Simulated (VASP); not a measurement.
Yb2I, 3 atoms in the cell. Symmetry: P6/mmm, No. 191, hexagonal system. The conventional cell has a = 6.047 Å, b = 6.047 Å, c = 3.770 Å, α = 90.00°, β = 90.00°, γ = 120.00°. Within 4.6 Å of Yb (site symmetry -6m2) lie 5 Yb at 3.49 to 3.77 Å and 6 I at 3.97 Å. I (site symmetry 6/mmm) has 2 I at 3.77 Å and 12 Yb at 3.97 Å within 5.0 Å. 

```yaml
Program: VASP 6.6.1
Task: single point
Functional: PBE
Potentials_or_basis: VASP PAW PBE potentials, release 64 (Yb, I)
Cutoff: 520 eV
k_mesh: 9 × 9 × 12
Occupations: gaussian, width 0.1 eV
Spin: no spin polarisation
Dipole_correction: no
Further_INCAR_settings: ALGO = Normal; EDIFF = 1e-07; NBANDS = 34
```

Potentials or basis: VASP PAW PBE potentials, release 64 (Yb, I).

Launch:

```sh
$ cat potpaw_PBE.64/Yb/POTCAR potpaw_PBE.64/I/POTCAR > POTCAR
$ mpirun -np 1 vasp_std > vasp.out
```

Hardware: 1 thread of Intel(R) Xeon(R) Platinum 8375C CPU @ 2.90GHz (Ice Lake), on a shared host.

Question: How long does it take, and how much memory?

Answer: Run time: 23 min on 1 thread of Intel(R) Xeon(R) Platinum 8375C CPU @ 2.90GHz (Ice Lake) (shared host), peak memory 0.48 GiB. Counts: scf iterations 66, k points 84.
